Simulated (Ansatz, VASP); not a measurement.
## AlN: VASP beside Ansatz

```
Al N
1.0
     3.11383   -0.00778   -0.00778
    -1.56366    2.70055   -0.00285
    -0.01246   -0.01246    4.98285
Al N
2 2
Cartesian
  -0.0030 1.7986 -0.0095
  1.5487 0.8897 2.4803
  -0.0073 1.7922 1.8940
  1.5400 0.8831 4.3838
```

Change from the starting cell: equal xy, yz and zx engineering shears of -0.5 %.

Alike in both runs: functional PBEsol; k mesh 8 × 8 × 6; no spin polarisation.

Ansatz relaxed the structure, and its values are those at the end. VASP's run is a single point on that final structure, the one shown.

|  | VASP | Ansatz |
| --- | --- | --- |
| version | VASP 6.6.1 | Ansatz 0.2.0 |
| potentials or method | VASP PAW PBE potentials, release 64 (Al, N), cutoff 520 eV | all-electron LAPW, scalar-relativistic |
| occupations | gaussian, width 0.01 eV | fixed |

```csv
,VASP,Ansatz,Ansatz less VASP
gap on the k mesh at the Fermi level (eV),4.11,4.10,-0.005
pressure (GPa),0.0,-0.1,-0.08
```

VASP's potentials were made for PBE, not for PBEsol. Ansatz ran all-electron here, and VASP with PAW potentials.
